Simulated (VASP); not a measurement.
# VSeS3 (Pm-3m) in VASP: notebook

Runs on VSeS3. Level: PBE. Tasks: single point.

Everything below comes from runs of VASP 6.6.1. Logs are shortened: lines on timing, memory, paths and dates and some standing lists are left out, and cuts for length are marked.

## (1) The cell of the first run

Symmetry: Pm-3m, No. 221, cubic system. The conventional cell has a = 4.791 Å, b = 4.791 Å, c = 4.791 Å, α = 90.00°, β = 90.00°, γ = 90.00°. Within 4.5 Å of V (site symmetry m-3m) lie 12 S at 3.39 Å and 8 Se at 4.15 Å. Within 3.2 Å of Se (site symmetry m-3m) lie 6 S at 2.40 Å. S (site symmetry 4/mmm) has 2 Se at 2.40 Å within 3.2 Å.

The cell was generated, and may not be a known phase.

## (2) Single point, PBE, collinear spin, ferromagnetic start

The input, INCAR:

```
SYSTEM = VSeS3
PREC = Accurate
ENCUT = 520
EDIFF = 1E-7
ISMEAR = 0
SIGMA = 0.1
LREAL = .FALSE.
LASPH = .TRUE.
NELM = 150
ALGO = Normal
ISIF = 2
LWAVE = .FALSE.
LCHARG = .FALSE.
ISPIN = 2
MAGMOM = 2 0 0 0 0
LORBIT = 11
LMAXMIX = 4
GGA = PE
NBANDS = 30
```

The input, KPOINTS:

```
Automatic mesh
0
G
  4 4 4
  0 0 0
```

The input, POSCAR:

```
VSeS3
1.0
    4.7909476400      0.0000000000      0.0000000000
    0.0000000000      4.7909476400      0.0000000000
    0.0000000000      0.0000000000      4.7909476400
V Se S
1 1 3
Direct
    0.0000000000      0.0000000000      0.0000000000
    0.5000000000      0.5000000000      0.5000000000
    0.0000000000      0.5000000000      0.5000000000
    0.5000000000      0.0000000000      0.5000000000
    0.5000000000      0.5000000000      0.0000000000
```

Potentials or basis: VASP PAW PBE potentials, release 64 (V_sv, Se, S).

On the command line:

```sh
cat potpaw_PBE.64/V_sv/POTCAR potpaw_PBE.64/Se/POTCAR potpaw_PBE.64/S/POTCAR > POTCAR
mpirun -np 1 vasp_std > vasp.out
```

OUTCAR:

```text
SYSTEM = VSeS3
   PREC = Accurate
   ENCUT = 520
   EDIFF = 1E-7
   ISMEAR = 0
   LREAL = .FALSE.
   LASPH = .TRUE.
   NELM = 150
   ISIF = 2
   ISPIN = 2
   LORBIT = 11
   GGA = PE

 ion  position               nearest neighbor table
   1  0.000  0.000  0.000-
   2  0.500  0.500  0.500-   3 2.40   4 2.40   5 2.40   5 2.40   4 2.40   3 2.40
   3  0.000  0.500  0.500-   2 2.40   2 2.40
   4  0.500  0.000  0.500-   2 2.40   2 2.40
   5  0.500  0.500  0.000-   2 2.40   2 2.40

  LATTYP: Found a simple cubic cell.
 ALAT       =     4.7909476400

  Lattice vectors:

 A1 = (   4.7909476400,   0.0000000000,   0.0000000000)
 A2 = (   0.0000000000,   4.7909476400,   0.0000000000)
 A3 = (   0.0000000000,   0.0000000000,   4.7909476400)

Analysis of symmetry for initial positions (statically):
=====================================================================
 Subroutine PRICEL returns:
 Original cell was already a primitive cell.

 Routine SETGRP: Setting up the symmetry group for a
 simple cubic supercell.

 Subroutine GETGRP returns: Found 48 space group operations
 (whereof 48 operations were pure point group operations)
 out of a pool of 48 trial point group operations.

The static configuration has the point symmetry O_h .

Analysis of symmetry for dynamics (positions and initial velocities):
=====================================================================
 Subroutine PRICEL returns:
 Original cell was already a primitive cell.

 Routine SETGRP: Setting up the symmetry group for a
 simple cubic supercell.

 Subroutine GETGRP returns: Found 48 space group operations
 (whereof 48 operations were pure point group operations)
 out of a pool of 48 trial point group operations.

The dynamic configuration has the point symmetry O_h .

Analysis of structural, dynamic, and magnetic symmetry:
=====================================================================
 Subroutine PRICEL returns:
 Original cell was already a primitive cell.

 Routine SETGRP: Setting up the symmetry group for a
 simple cubic supercell.

 Subroutine GETGRP returns: Found 48 space group operations
 (whereof 48 operations were pure point group operations)
 out of a pool of 48 trial point group operations.

The overall configuration has the point symmetry O_h .
[... 115 lines left out ...]
   GGA     = PE    functional components
   LHFCALC =     F    Hartree Fock is set to
   AEXX    =    0.0000 exact exchange contribution
   IVDW    =     0    specifies the selected vdW correction
   LEPSILON=     F    determine dielectric tensor
   LRPA    =     F    only Hartree local field effects (RPA)
 spin polarized calculation
 Gauss-broadening in eV      SIGMA  =   0.10
  energy-cutoff  :      520.00
  volume of cell :      109.97
 maximum number of plane-waves:      3016
 NGX is ok and might be reduce to    36
   NGX = 17   NGY = 17   NGZ = 17

 number of electron      37.0000003 magnetization       2.5363006

 Free energy of the ion-electron system (eV)
  ---------------------------------------------------
  ext. energy  EPLUGINS =         0.00000000
  ---------------------------------------------------
  free energy    TOTEN  =       -20.90712912 eV

  energy without entropy =      -20.86065305  energy(sigma->0) =      -20.88389109

 E-fermi :   4.1905     XC(G=0):  -9.5798

 val. band max:        4.1873484857   @ k =   0.5000   0.5000   0.2500
 cond. band min:       4.2068233537   @ k =   0.5000   0.5000   0.2500
 fundamental gap:      0.0194748680
 Fermi energy:         4.1905454725

 spin component 1

 k-point     1 :       0.0000    0.0000    0.0000
  band No.  band energies     occupation
      1     -61.1266      1.00000
      2     -34.9842      1.00000
      3     -34.9842      1.00000
      4     -34.9842      1.00000
      5     -12.0925      1.00000
      6      -7.1856      1.00000
[... 319 lines left out ...]
     29      11.9557      0.00000
     30      13.0304      0.00000
 Fermi energy:         4.1905454725

 spin component 2

 k-point     1 :       0.0000    0.0000    0.0000
  band No.  band energies     occupation
      1     -58.2766      1.00000
      2     -32.1584      1.00000
      3     -32.1584      1.00000
      4     -32.1584      1.00000
      5     -12.1328      1.00000
      6      -7.4684      1.00000
[... 319 lines left out ...]
     29      12.8625      0.00000
     30      13.2474      0.00000

------------------------ aborting loop because EDIFF is reached ----------------------------------------

  FORCE on cell =-STRESS in cart. coord.  units (eV):
  Direction    XX          YY          ZZ          XY          YZ          ZX
  --------------------------------------------------------------------------------------
  -------------------------------------------------------------------------------------
  Total       -1.0108496     -1.0108496     -1.0108496      0.0000000     -0.0000000     -0.0000000
  in kB      -14.7276296    -14.7276296    -14.7276296      0.0000000     -0.0000000     -0.0000000
  external PRESSURE =     -14.7276296 kB  Pullay stress =       0.0000000 kB

 VOLUME and BASIS-vectors are now :
 -----------------------------------------------------------------------------
  energy-cutoff  :      520.00
  volume of cell :      109.97
      direct lattice vectors                 reciprocal lattice vectors
     4.790947640  0.000000000  0.000000000     0.208726973  0.000000000  0.000000000
     0.000000000  4.790947640  0.000000000     0.000000000  0.208726973  0.000000000
     0.000000000  0.000000000  4.790947640     0.000000000  0.000000000  0.208726973

 POSITION                                       TOTAL-FORCE (eV/Angst)
 -----------------------------------------------------------------------------------
      0.00000      0.00000      0.00000         0.000000      0.000000      0.000000
      2.39547      2.39547      2.39547         0.000000      0.000000      0.000000
      0.00000      2.39547      2.39547         0.000000      0.000000      0.000000
      2.39547      0.00000      2.39547         0.000000      0.000000      0.000000
      2.39547      2.39547      0.00000         0.000000      0.000000      0.000000
 -----------------------------------------------------------------------------------
    total drift:                               -0.000000      0.000000      0.000000

  FREE ENERGIE OF THE ION-ELECTRON SYSTEM (eV)
  ---------------------------------------------------
  free  energy   TOTEN  =       -20.9071291192 eV

  energy  without entropy=      -20.8606530528  energy(sigma->0) =      -20.88389109

 total charge

# of ion       s       p       d       tot
------------------------------------------
    1        2.091   5.999   2.961  11.052
    2        1.530   2.076   0.174   3.780
    3        1.391   2.218   0.000   3.608
    4        1.391   2.218   0.000   3.608
    5        1.391   2.218   0.000   3.608
--------------------------------------------------
tot          7.793  14.728   3.135  25.655

 magnetization (x)

# of ion       s       p       d       tot
------------------------------------------
    1        0.035   0.014   2.764   2.813
    2       -0.004   0.088  -0.000   0.084
    3       -0.002  -0.194   0.000  -0.196
    4       -0.002  -0.194   0.000  -0.196
    5       -0.002  -0.194   0.000  -0.196
--------------------------------------------------
tot          0.025  -0.479   2.764   2.311
```

OSZICAR:

```text
N       E                     dE             d eps       ncg     rms          rms(c)
DAV:   1     0.265394325065E+03    0.26539E+03   -0.16584E+04  1272   0.112E+03
[... 14 lines left out ...]
DAV:  16    -0.209073379386E+02    0.15545E-05   -0.29126E-04  1384   0.779E-02    0.743E-01
DAV:  17    -0.209071748220E+02    0.16312E-03   -0.16950E-03  1376   0.197E-01    0.391E-01
DAV:  18    -0.209071297869E+02    0.45035E-04   -0.13178E-03  1494   0.141E-01    0.993E-02
DAV:  19    -0.209071268691E+02    0.29178E-05   -0.10196E-04  1314   0.553E-02    0.476E-02
DAV:  20    -0.209071289679E+02   -0.20988E-05   -0.20035E-05  1476   0.183E-02    0.122E-02
DAV:  21    -0.209071290759E+02   -0.10801E-06   -0.15503E-06  1336   0.601E-03    0.418E-03
DAV:  22    -0.209071291192E+02   -0.43296E-07   -0.19849E-07  1106   0.244E-03
   1 F= -.20907129E+02 E0= -.20883891E+02  d E =-.464761E-01  mag=     2.5359
```

It took 2.8 min on 1 thread of AMD EPYC 7R13, shared host; peak memory 0.23 GiB.

What came out:

```
Free energy                                           : -20.9071 eV
Pressure                                              : -1.5 GPa
Net moment                                            : 2.54 μB per cell
Site moments                                          : V +2.81; Se +0.08; S -0.20 μB
Valence electrons inside the program's atomic spheres : V 11.05; Se 3.78; S 3.61
```

With open d or f shells a metallic result of PBE can be an artefact of self-interaction; +U or a hybrid may open a gap.

## (3) Single point, PBE, collinear spin

This run uses another cell than the first one, of 21.21 Å³/atom.

The input, INCAR:

```
PREC = Accurate
ENCUT = 520
EDIFF = 1E-6
ISMEAR = 0
SIGMA = 0.1
LREAL = False
LASPH = True
NELM = 150
ALGO = Normal
ISIF = 2
LWAVE = False
LCHARG = True
ISPIN = 2
MAGMOM = 3.33 0 -0.22 -0.22 -0.22
LORBIT = 11
LMAXMIX = 4
GGA = PE
LELF = True
LVHAR = True
NBANDS = 30
```

The input, KPOINTS:

```
Automatic mesh
0
Gamma
  8 8 8
```

Edit POSCAR of step 2 so:

```diff
@@ -2,5 +2,5 @@
 1.0
-    4.7909476400      0.0000000000      0.0000000000
-    0.0000000000      4.7909476400      0.0000000000
-    0.0000000000      0.0000000000      4.7909476400
+    4.7332639644      0.0000000000      0.0000000000
+    0.0000000000      4.7332639644      0.0000000000
+    0.0000000000      0.0000000000      4.7332639644
 V Se S
```

Potentials or basis: VASP PAW PBE potentials, release 64 (V_sv, Se, S).

On the command line:

```sh
cat potpaw_PBE.64/V_sv/POTCAR potpaw_PBE.64/Se/POTCAR potpaw_PBE.64/S/POTCAR > POTCAR
mpirun -np 1 vasp_std > vasp.out
```

OUTCAR:

```text
PREC = Accurate
   ENCUT = 520
   EDIFF = 1E-6
   ISMEAR = 0
   LREAL = False
   LASPH = True
   NELM = 150
   ISIF = 2
   ISPIN = 2
   LORBIT = 11
   GGA = PE

 ion  position               nearest neighbor table
   1  0.000  0.000  0.000-
   2  0.500  0.500  0.500-   3 2.37   4 2.37   5 2.37   5 2.37   4 2.37   3 2.37
   3  0.000  0.500  0.500-   2 2.37   2 2.37
   4  0.500  0.000  0.500-   2 2.37   2 2.37
   5  0.500  0.500  0.000-   2 2.37   2 2.37

  LATTYP: Found a simple cubic cell.
 ALAT       =     4.7332639644

  Lattice vectors:

 A1 = (   4.7332639644,   0.0000000000,   0.0000000000)
 A2 = (   0.0000000000,   4.7332639644,   0.0000000000)
 A3 = (   0.0000000000,   0.0000000000,   4.7332639644)

Analysis of symmetry for initial positions (statically):
=====================================================================
 Subroutine PRICEL returns:
[... 1795 lines left out ...]
  --------------------------------------------------------------------------------------
  -------------------------------------------------------------------------------------
  Total        0.0034396      0.0034396      0.0034396     -0.0000000      0.0000000     -0.0000000
  in kB        0.0519684      0.0519684      0.0519684     -0.0000000      0.0000000     -0.0000000
  external PRESSURE =       0.0519684 kB  Pullay stress =       0.0000000 kB

 VOLUME and BASIS-vectors are now :
 -----------------------------------------------------------------------------
  energy-cutoff  :      520.00
  volume of cell :      106.04
      direct lattice vectors                 reciprocal lattice vectors
     4.733263964  0.000000000  0.000000000     0.211270702  0.000000000  0.000000000
     0.000000000  4.733263964  0.000000000     0.000000000  0.211270702  0.000000000
     0.000000000  0.000000000  4.733263964     0.000000000  0.000000000  0.211270702

 POSITION                                       TOTAL-FORCE (eV/Angst)
 -----------------------------------------------------------------------------------
      0.00000      0.00000      0.00000         0.000000      0.000000      0.000000
      2.36663      2.36663      2.36663         0.000000      0.000000      0.000000
      0.00000      2.36663      2.36663         0.000000      0.000000      0.000000
      2.36663      0.00000      2.36663         0.000000      0.000000      0.000000
      2.36663      2.36663      0.00000         0.000000      0.000000      0.000000
 -----------------------------------------------------------------------------------
    total drift:                               -0.000000      0.000000      0.000000

  FREE ENERGIE OF THE ION-ELECTRON SYSTEM (eV)
  ---------------------------------------------------
  free  energy   TOTEN  =       -21.1460636161 eV

  energy  without entropy=      -21.1269357455  energy(sigma->0) =      -21.13649968

 total charge

# of ion       s       p       d       tot
------------------------------------------
    1        2.091   6.001   2.970  11.062
    2        1.530   2.076   0.185   3.791
    3        1.386   2.242   0.000   3.628
    4        1.386   2.242   0.000   3.628
    5        1.386   2.242   0.000   3.628
--------------------------------------------------
tot          7.779  14.804   3.155  25.738

 magnetization (x)

# of ion       s       p       d       tot
------------------------------------------
    1        0.031   0.013   2.766   2.810
    2       -0.005   0.002  -0.000  -0.003
    3       -0.004  -0.216   0.000  -0.220
    4       -0.004  -0.216   0.000  -0.220
    5       -0.004  -0.216   0.000  -0.220
--------------------------------------------------
tot          0.014  -0.632   2.766   2.148
```

OSZICAR:

```text
N       E                     dE             d eps       ncg     rms          rms(c)
DAV:   1     0.273688434883E+03    0.27369E+03   -0.16730E+04  4376   0.113E+03
DAV:   2    -0.395143459656E+01   -0.27764E+03   -0.26413E+03  4840   0.285E+02
DAV:   3    -0.247609269021E+02   -0.20809E+02   -0.19993E+02  5168   0.745E+01
[... 10 lines left out ...]
DAV:  14    -0.211460575376E+02   -0.13775E-02   -0.18774E-03  4702   0.231E-01    0.833E-02
DAV:  15    -0.211460348768E+02    0.22661E-04   -0.24748E-04  4818   0.972E-02    0.571E-02
DAV:  16    -0.211460617784E+02   -0.26902E-04   -0.63886E-05  4760   0.471E-02    0.351E-02
DAV:  17    -0.211460623518E+02   -0.57341E-06   -0.29801E-05  4588   0.283E-02    0.129E-02
DAV:  18    -0.211460634720E+02   -0.11202E-05   -0.16911E-06  3806   0.753E-03    0.529E-03
DAV:  19    -0.211460636161E+02   -0.14414E-06   -0.20328E-07  2800   0.262E-03
   1 F= -.21146064E+02 E0= -.21136500E+02  d E =-.191279E-01  mag=     2.2883
```

It took 7.3 min on 1 thread of AMD EPYC 7R13, shared host; peak memory 0.31 GiB.

What came out:

- Free energy: -21.1461 eV
- Pressure: 0.0 GPa
- Net moment: 2.29 μB per cell
- Site moments: V +2.81; Se -0.00; S -0.22 μB
- Valence electrons inside the program's atomic spheres: V 11.06; Se 3.79; S 3.63

With open d or f shells a metallic result of PBE can be an artefact of self-interaction; +U or a hybrid may open a gap.
